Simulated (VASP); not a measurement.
# TlCuI3 (Pm-3m) in VASP: a series of runs

The runs below take TlCuI3 through single point, with PBE.

Program: VASP 6.6.1. These are calculated values, not measurements. Logs are shortened: lines on timing, memory, paths and dates and some standing lists are left out, and cuts for length are marked.

## Step 1: The cell of the first run

It takes space group Pm-3m (No. 221, cubic). The conventional cell has a = 5.546 Å, b = 5.546 Å, c = 5.546 Å, α = 90.00°, β = 90.00°, γ = 90.00°. Within 5.1 Å of Tl (site symmetry m-3m) lie 12 I at 3.92 Å and 8 Cu at 4.80 Å. Cu (site symmetry m-3m) has 6 I at 2.77 Å within 3.7 Å. I (site symmetry 4/mmm) has 2 Cu at 2.77 Å within 3.7 Å.

## Step 2: Single point, PBE

File INCAR:

```
SYSTEM = TlCuI3
ALGO = Normal
EDIFF = 1E-7
ENCUT = 520
GGA = PE
ISIF = 2
ISMEAR = 0
LASPH = .True.
LCHARG = .False.
LREAL = .False.
LWAVE = .False.
NBANDS = 30
NELM = 80
PREC = Accurate
SIGMA = 0.1
```

File KPOINTS:

```
k-points
0
Gamma
  4 4 4
  0 0 0
```

File POSCAR:

```
TlCuI3
1.0
    5.5463788000      0.0000000000      0.0000000000
    0.0000000000      5.5463788000      0.0000000000
    0.0000000000      0.0000000000      5.5463788000
Tl Cu I
1 1 3
Direct
    0.5000000000      0.5000000000      0.5000000000
    0.0000000000      0.0000000000      0.0000000000
    0.5000000000      0.0000000000      0.0000000000
    0.0000000000      0.5000000000      0.0000000000
    0.0000000000      0.0000000000      0.5000000000
```

Potentials or basis: VASP PAW PBE potentials, release 64 (Tl_d, Cu, I).

On the command line:

```bash
$ cat potpaw_PBE.64/Tl_d/POTCAR potpaw_PBE.64/Cu/POTCAR potpaw_PBE.64/I/POTCAR > POTCAR
$ mpirun -np 1 vasp_std > vasp.out
```

OUTCAR:

```text
SYSTEM = TlCuI3
   EDIFF = 1E-7
   ENCUT = 520
   GGA = PE
   ISIF = 2
   ISMEAR = 0
   LASPH = .True.
   LREAL = .False.
   NELM = 80
   PREC = Accurate

 ion  position               nearest neighbor table
   1  0.500  0.500  0.500-
   2  0.000  0.000  0.000-   3 2.77   4 2.77   5 2.77   5 2.77   4 2.77   3 2.77
   3  0.500  0.000  0.000-   2 2.77   2 2.77
   4  0.000  0.500  0.000-   2 2.77   2 2.77
   5  0.000  0.000  0.500-   2 2.77   2 2.77

  LATTYP: Found a simple cubic cell.
 ALAT       =     5.5463788000

  Lattice vectors:

 A1 = (   5.5463788000,   0.0000000000,   0.0000000000)
 A2 = (   0.0000000000,   5.5463788000,   0.0000000000)
 A3 = (   0.0000000000,   0.0000000000,   5.5463788000)

Analysis of symmetry for initial positions (statically):
=====================================================================
 Subroutine PRICEL returns:
 Original cell was already a primitive cell.

 Routine SETGRP: Setting up the symmetry group for a
 simple cubic supercell.

 Subroutine GETGRP returns: Found 48 space group operations
 (whereof 48 operations were pure point group operations)
 out of a pool of 48 trial point group operations.

The static configuration has the point symmetry O_h .

Analysis of symmetry for dynamics (positions and initial velocities):
=====================================================================
 Subroutine PRICEL returns:
 Original cell was already a primitive cell.

 Routine SETGRP: Setting up the symmetry group for a
 simple cubic supercell.

 Subroutine GETGRP returns: Found 48 space group operations
 (whereof 48 operations were pure point group operations)
 out of a pool of 48 trial point group operations.

The dynamic configuration has the point symmetry O_h .

 Subroutine INISYM returns: Found 48 space group operations
 (whereof 48 operations are pure point group operations),
 and found     1 'primitive' translations

----------------------------------------------------------------------------------------

                                     Primitive cell

  volume of cell :     170.6195

  direct lattice vectors                    reciprocal lattice vectors
     5.546378800  0.000000000  0.000000000     0.180297819  0.000000000  0.000000000
     0.000000000  5.546378800  0.000000000     0.000000000  0.180297819  0.000000000
     0.000000000  0.000000000  5.546378800     0.000000000  0.000000000  0.180297819

  length of vectors
     5.546378800  5.546378800  5.546378800     0.180297819  0.180297819  0.180297819

  position of ions in fractional coordinates (direct lattice)
     0.500000000  0.500000000  0.500000000
     0.000000000  0.000000000  0.000000000
     0.500000000  0.000000000  0.000000000
     0.000000000  0.500000000  0.000000000
     0.000000000  0.000000000  0.500000000

  ion indices of the primitive-cell ions
   primitive index   ion index
                 1           1
                 2           2
                 3           3
                 4           4
                 5           5

----------------------------------------------------------------------------------------

 KPOINTS: k-points

Automatic generation of k-mesh.
 Grid dimensions read from file:
 generate k-points for:    4    4    4

 Generating k-lattice:

  Cartesian coordinates                     Fractional coordinates (reciprocal lattice)
     0.045074455  0.000000000  0.000000000     0.250000000  0.000000000  0.000000000
     0.000000000  0.045074455  0.000000000     0.000000000  0.250000000  0.000000000
     0.000000000  0.000000000  0.045074455     0.000000000  0.000000000  0.250000000

  Length of vectors
     0.045074455  0.045074455  0.045074455

  Shift w.r.t. Gamma in fractional coordinates (k-lattice)
     0.000000000  0.000000000  0.000000000

 Subroutine IBZKPT returns following result:
 ===========================================

 Found     10 irreducible k-points:

 Following reciprocal coordinates:
            Coordinates               Weight
  0.000000  0.000000  0.000000      1.000000
  0.250000  0.000000  0.000000      6.000000
  0.500000  0.000000  0.000000      3.000000
  0.250000  0.250000  0.000000     12.000000
  0.500000  0.250000  0.000000     12.000000
  0.500000  0.500000  0.000000      3.000000
  0.250000  0.250000  0.250000      8.000000
  0.500000  0.250000  0.250000     12.000000
  0.500000  0.500000  0.250000      6.000000
  0.500000  0.500000  0.500000      1.000000
   k-points           NKPTS =     10   k-points in BZ     NKDIM =     10   number of bands    NBANDS=     30
   number of dos      NEDOS =    301   number of ions     NIONS =      5
   total plane-waves  NPLWV =  74088
   dimension x,y,z NGX =    42 NGY =   42 NGZ =   42
   dimension x,y,z NGXF=    84 NGYF=   84 NGZF=   84
   ions per type =               1   1   3
   NGX,Y,Z   is equivalent  to a cutoff of  12.59, 12.59, 12.59 a.u.
   NGXF,Y,Z  is equivalent  to a cutoff of  25.18, 25.18, 25.18 a.u.
 SYSTEM =  TlCuI3
   PREC   = accura    normal or accurate (medium, high low for compatibility)
   ISTART =      0    job   : 0-new  1-cont  2-samecut
   ICHARG =      2    charge: 1-file 2-atom 10-const
   ISPIN  =      1    spin polarized calculation?
   LNONCOLLINEAR =      F non collinear calculations
   LSORBIT =      F    spin-orbit coupling
   LASPH  =      T    aspherical Exc in radial PAW
   ENCUT  =  520.0 eV  38.22 Ry    6.18 a.u.  10.31 10.31 10.31*2*pi/ulx,y,z
   NELM   =     80;   NELMIN=  2; NELMDL= -5     # of ELM steps
   EDIFF  = 0.1E-06   stopping-criterion for ELM
   LREAL  =      F    real-space projection
   EDIFFG = 0.1E-05   stopping-criterion for IOM
   NSW    =      0    number of steps for IOM
   IBRION =     -1    ionic relax: 0-MD 1-quasi-New 2-CG
   NFREE  =      0    steps in history (QN), initial steepest desc. (CG)
   ISIF   =      2    stress and relaxation
   ISYM   =      2    0-nonsym 1-usesym 2-fastsym
   POTIM  = 0.5000    time-step for ionic-motion
   TEBEG  =    0.0;   TEEND  =   0.0 temperature during run
   PSTRESS=    0.0 pullay stress
   NELECT =      45.0000    total number of electrons
   NUPDOWN=      -1.0000    fix difference up-down
   EMIN   =  10.00;   EMAX   =-10.00  energy-range for DOS
   EFERMI =   0.00;   METHOD = LEGACY
   ISMEAR =     0;   SIGMA  =   0.10  broadening in eV -4-tet -1-fermi 0-gaus
   EFERMI_NEDOS =   21; number of points for ismear=-14 and -15
   IALGO  =     38    algorithm
   IMIX   =      4    mixing-type and parameters
     AMIX     =   0.40;   BMIX     =  1.00
     AMIX_MAG =   1.60;   BMIX_MAG =  1.00
  volume/ion in A,a.u.               =      34.12       230.28
  Fermi-wavevector in a.u.,A,eV,Ry     =   1.049871  1.983969 14.996752  1.102230
  Thomas-Fermi vector in A             =   2.184852
   LORBIT       =      0    0 simple, 1 ext, 2 COOP (PROOUT), +10 PAW based schemes
   GGA     = PE    functional components
   LHFCALC =     F    Hartree Fock is set to
   AEXX    =    0.0000 exact exchange contribution
   IVDW    =     0    specifies the selected vdW correction
   LEPSILON=     F    determine dielectric tensor
   LRPA    =     F    only Hartree local field effects (RPA)
 non-spin polarized calculation
 Gauss-broadening in eV      SIGMA  =   0.10
  energy-cutoff  :      520.00
  volume of cell :      170.62
 maximum number of plane-waves:      4636
 NGX is ok and might be reduce to    42
   NGX = 21   NGY = 21   NGZ = 21

 number of electron      45.0000034 magnetization

 Free energy of the ion-electron system (eV)
  ---------------------------------------------------
  ext. energy  EPLUGINS =         0.00000000
  ---------------------------------------------------
  free energy    TOTEN  =       -11.72367092 eV

  energy without entropy =      -11.68746091  energy(sigma->0) =      -11.70556592

 E-fermi :   3.4277     XC(G=0):  -8.7467

 val. band max:        3.4081295848   @ k =   0.5000   0.2500   0.0000
 cond. band min:       3.4286556964   @ k =   0.5000   0.5000   0.0000
 fundamental gap:      0.0205261115
 Fermi energy:         3.4277034297

 k-point     1 :       0.0000    0.0000    0.0000
  band No.  band energies     occupation
      1      -9.1673      2.00000
      2      -8.0428      2.00000
      3      -8.0428      2.00000
      4      -7.1545      2.00000
      5      -7.1545      2.00000
      6      -7.1545      2.00000
[... 22 lines left out ...]
     29       8.9132      0.00000
     30       9.4975      0.00000

 k-point     2 :       0.2500    0.0000    0.0000
  band No.  band energies     occupation
      1      -9.0348      2.00000
      2      -8.1832      2.00000
      3      -8.0284      2.00000
      4      -7.1568      2.00000
      5      -7.1568      2.00000
      6      -7.1544      2.00000
[... 22 lines left out ...]
     29       9.7298      0.00000
     30       9.8532      0.00000

 k-point     3 :       0.5000    0.0000    0.0000
  band No.  band energies     occupation
      1      -8.8219      2.00000
      2      -8.4063      2.00000
      3      -8.0135      2.00000
      4      -7.1606      2.00000
      5      -7.1591      2.00000
      6      -7.1591      2.00000
[... 22 lines left out ...]
     29      10.0380      0.00000
     30      11.0862      0.00000

 k-point     4 :       0.2500    0.2500    0.0000
  band No.  band energies     occupation
      1      -8.9103      2.00000
      2      -8.2114      2.00000
      3      -8.1122      2.00000
      4      -7.1574      2.00000
      5      -7.1567      2.00000
      6      -7.1565      2.00000
[... 154 lines left out ...]
     29      10.6493      0.00000
     30      10.9298      0.00000

 k-point     9 :       0.5000    0.5000    0.2500
  band No.  band energies     occupation
      1      -8.4177      2.00000
      2      -8.3680      2.00000
      3      -8.3680      2.00000
      4      -7.1534      2.00000
      5      -7.1500      2.00000
      6      -7.1412      2.00000
[... 22 lines left out ...]
     29       8.8338      0.00000
     30      10.5397      0.00000

 k-point    10 :       0.5000    0.5000    0.5000
  band No.  band energies     occupation
      1      -8.3683      2.00000
      2      -8.3683      2.00000
      3      -8.3683      2.00000
      4      -7.1497      2.00000
      5      -7.1497      2.00000
      6      -7.1235      2.00000
[... 22 lines left out ...]
     29       8.2759      0.00000
     30      10.7170      0.00000

------------------------ aborting loop because EDIFF is reached ----------------------------------------

  FORCE on cell =-STRESS in cart. coord.  units (eV):
  Direction    XX          YY          ZZ          XY          YZ          ZX
  --------------------------------------------------------------------------------------
  -------------------------------------------------------------------------------------
  Total        0.1829972      0.1829972      0.1829972      0.0000000      0.0000000      0.0000000
  in kB        1.7184087      1.7184087      1.7184087      0.0000000      0.0000000      0.0000000
  external PRESSURE =       1.7184087 kB  Pullay stress =       0.0000000 kB

 VOLUME and BASIS-vectors are now :
 -----------------------------------------------------------------------------
  energy-cutoff  :      520.00
  volume of cell :      170.62
      direct lattice vectors                 reciprocal lattice vectors
     5.546378800  0.000000000  0.000000000     0.180297819  0.000000000  0.000000000
     0.000000000  5.546378800  0.000000000     0.000000000  0.180297819  0.000000000
     0.000000000  0.000000000  5.546378800     0.000000000  0.000000000  0.180297819

 POSITION                                       TOTAL-FORCE (eV/Angst)
 -----------------------------------------------------------------------------------
      2.77319      2.77319      2.77319         0.000000      0.000000      0.000000
      0.00000      0.00000      0.00000         0.000000      0.000000      0.000000
      2.77319      0.00000      0.00000         0.000000      0.000000      0.000000
      0.00000      2.77319      0.00000         0.000000      0.000000      0.000000
      0.00000      0.00000      2.77319         0.000000      0.000000      0.000000
 -----------------------------------------------------------------------------------
    total drift:                                0.000000      0.000000     -0.000000

  FREE ENERGIE OF THE ION-ELECTRON SYSTEM (eV)
  ---------------------------------------------------
  free  energy   TOTEN  =       -11.7236709237 eV

  energy  without entropy=      -11.6874609113  energy(sigma->0) =      -11.70556592
```

Wall time 34 s (1 thread of Intel Xeon 6975P-C (Granite Rapids), shared host); peak memory 0.28 GiB.

Results:

```yaml
Free_energy: -11.7237 eV
Pressure: 0.2 GPa
```

Caveat: spin-orbit coupling is left out, which moves the levels of the heavy elements; an odd number of electrons without spin polarisation forces a metal; a magnetic or distorted state may lie lower; semilocal functionals often make such compounds metallic where correlation or magnetic order opens a gap, which also shifts bond lengths.

## Step 3: Single point, PBE (volume scaled by 0.88)

File INCAR:

```
ALGO = Normal
EDIFF = 1E-6
ENCUT = 520
GGA = PE
ISIF = 2
ISMEAR = 0
LASPH = T
LCHARG = F
LREAL = F
LWAVE = F
NBANDS = 30
NELM = 60
PREC = Accurate
SIGMA = 0.1
```

File KPOINTS:

```
k-points
0
Gamma
  8 8 8
```

Edit POSCAR of step 2 so:

```diff
@@ -2,5 +2,5 @@
 1.0
-    5.5463788000      0.0000000000      0.0000000000
-    0.0000000000      5.5463788000      0.0000000000
-    0.0000000000      0.0000000000      5.5463788000
+    5.3150059034      0.0000000000      0.0000000000
+    0.0000000000      5.3150059034      0.0000000000
+    0.0000000000      0.0000000000      5.3150059034
 Tl Cu I
```

Potentials or basis: VASP PAW PBE potentials, release 64 (Tl_d, Cu, I).

On the command line:

```bash
$ cat potpaw_PBE.64/Tl_d/POTCAR potpaw_PBE.64/Cu/POTCAR potpaw_PBE.64/I/POTCAR > POTCAR
$ mpirun -np 1 vasp_std > vasp.out
```

It took 79 s on 1 thread of Intel Xeon 6975P-C (Granite Rapids), shared host; peak memory 0.34 GiB.

It converged, with:

```yaml
Free_energy: -11.5506 eV
Pressure: 4.5 GPa
```

Levels at points of the mesh, in eV from the Fermi level:
```tsv
k point	band 20	band 21	band 22	band 23	band 24	band 25	band 26	band 27
(0.00, 0.00, 0.00)	-1.28	-0.82	-0.82	-0.82	0.98	4.92	4.92	4.92
(0.50, 0.00, 0.00)	-1.49	-1.11	-0.83	-0.83	2.13	3.80	3.80	4.61
(0.50, 0.50, 0.00)	-1.29	-1.29	0.05	0.94	2.50	3.88	3.88	5.73
(0.50, 0.50, 0.50)	0.05	0.05	0.97	0.97	4.86	4.86	4.86	5.12
```

Caveat: spin-orbit coupling is left out, which moves the levels of the heavy elements; an odd number of electrons without spin polarisation forces a metal; a magnetic or distorted state may lie lower; semilocal functionals often make such compounds metallic where correlation or magnetic order opens a gap, which also shifts bond lengths.
